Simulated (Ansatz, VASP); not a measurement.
# SrB2 in VASP and in Ansatz

The input POSCAR:

```
SrB2
1.0
    1.7211330000      2.9810860000      0.0000000000
   -1.7211330000      2.9810860000      0.0000000000
    0.0000000000      0.0000000000      3.9600910000
B Sr
2 1
Direct
    0.3333000000      0.3334000000      0.5000000000
    0.6666000000      0.6667000000      0.5000000000
    0.0000000000      0.0000000000      0.0000000000
```

INCAR.step1

```
SYSTEM = SrB2
PREC = Accurate
ENCUT = 520
ISMEAR = -1
SIGMA = 0.1
LREAL = .FALSE.
LASPH = .TRUE.
NELM = 100
NBANDS = 15
GGA = PE
ALGO = Normal
EDIFF = 1E-4
LWAVE = .TRUE.
LCHARG = .FALSE.
```

The input INCAR.step2:

```
SYSTEM = SrB2
PREC = Accurate
ENCUT = 520
EDIFF = 1E-6
ISMEAR = -1
SIGMA = 0.1
LREAL = .FALSE.
LASPH = .TRUE.
NELM = 100
ALGO = Normal
ISIF = 2
LWAVE = .FALSE.
LCHARG = .FALSE.
METAGGA = R2SCAN
LMIXTAU = .TRUE.
NBANDS = 15
ISTART = 1
```

Contents of KPOINTS:

```
Automatic mesh
0
G
  11 11 9
  0 0 0
```

Input for Ansatz:

```yaml
crystal:
  lattice:
    - [1.721133, 2.981086, 0.0]
    - [-1.721133, 2.981086, 0.0]
    - [0.0, 0.0, 3.960091]
  atoms:
    - { symbol: B, position: [0.3333, 0.3334, 0.5] }
    - { symbol: B, position: [0.6666, 0.6667, 0.5] }
    - { symbol: Sr, position: [0.0, 0.0, 0.0] }
  symmetry: { tolerance: 0.0003 }
kpoints:
  mp_grid: { grid: [11, 11, 9], shift: [0, 0, 0] }
  band_path:
    path:
      - [0.0, 0.0, 0.0]
      - [0.49999992, -3.2e-07, 0.0]
      - [0.66666635, 0.33333285, 0.0]
      - [0.0, 0.0, 0.0]
      - [0.0, 0.0, 0.5]
      - [0.49999992, -3.2e-07, 0.5]
      - [0.66666635, 0.33333285, 0.5]
      - [0.0, 0.0, 0.5]
      - [0.49999992, -3.2e-07, 0.5]
      - [0.49999992, -3.2e-07, 0.0]
      - [0.66666635, 0.33333285, 0.5]
    npoints: 14
magnetization:
  spin_polarized: false
scf:
  occupations: { method: fermi_dirac }
  lower_state_search: "off"
  max_iter: 200
hamiltonian:
  pseudopotentials: { kind: paw }
  xc: r2scan
basis:
  ecutwfc: 500
  fft_grid_basis: typed
output:
  forces: true
  stress: true
  eigenvalues: true
  bader: true
  populations: true
  elf: true
  write_potential: true
  volumetric_format: npy
  dos:
    e_range: [-12, 8]
    de: 0.05
    projected: { site_lists: { B: [B], Sr: [Sr] } }
  write_density: true
checkpoint:
  read: saved_state
```

Alike in both runs: task single point; functional r2SCAN; k mesh 11 × 11 × 9; no spin polarisation.

|  | VASP | Ansatz |
| --- | --- | --- |
| version | VASP 6.6.1 | Ansatz 0.2.0 |
| potentials or method | VASP PAW PBE potentials, release 64 (B, Sr_sv), cutoff 520 eV | PAW plane waves |
| occupations | fermi-dirac, width 0.1 eV | fermi-dirac |
| valence electrons in the cell | 16 | 16 |

VASP gave:

| Item | Value |
| --- | --- |
| pressure (GPa) | 6.1 |
| traceless stress, the component that is largest in VASP (GPa) | 19.36 |

**Question.** Which values does Ansatz return?

**Answer.** Pressure (GPa): 5.6; traceless stress, the component that is largest in VASP (GPa): 19.28.

VASP's potentials were made for PBE, not for r2SCAN. Ansatz's warnings: structure snapped to symmetry.
